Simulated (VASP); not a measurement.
A run of VASP 6.6.1:

INCAR

```
ALGO = Normal
EDIFF = 1E-7
EDIFFG = -0.005
ENCUT = 600
GGA = PE
IBRION = 2
ISIF = 3
ISMEAR = 0
IVDW = 12
LASPH = True
LCHARG = False
LREAL = False
LWAVE = False
NELM = 100
NSW = 100
PREC = Accurate
SIGMA = 0.02
```

Contents of KPOINTS:

```
k-points
0
Gamma
  9 9 2
```

File POSCAR:

```
WSe2
1.0
    3.2899984505      0.0000000000      0.0000000000
   -1.6449992252      2.8492222365      0.0000000000
    0.0000000000      0.0000000000     12.9700000000
W Se
2 4
Direct
    0.3333333333      0.6666666667      0.2500000000
    0.6666666667      0.3333333333      0.7500000000
    0.3333333333      0.6666666667      0.6210000000
    0.6666666667      0.3333333333      0.1210000000
    0.3333333333      0.6666666667      0.8790000000
    0.6666666667      0.3333333333      0.3790000000
```

Potentials or basis: VASP PAW PBE potentials, release 64 (W_sv, Se).

Command:

```bash
$ cat potpaw_PBE.64/W_sv/POTCAR potpaw_PBE.64/Se/POTCAR > POTCAR
$ mpirun -np 1 vasp_std > vasp.out
```

Hardware: 1 thread of AMD EPYC 7R43 64-Core Processor (Zen 3) (shared host).

Problem. How long does it take, and how much memory?

Solution. Run time: 14 min on 1 thread of AMD EPYC 7R43 64-Core Processor (Zen 3), with other jobs on the host, peak memory 0.31 GiB. Counts: scf iterations 84, k points 24, ion steps 9.
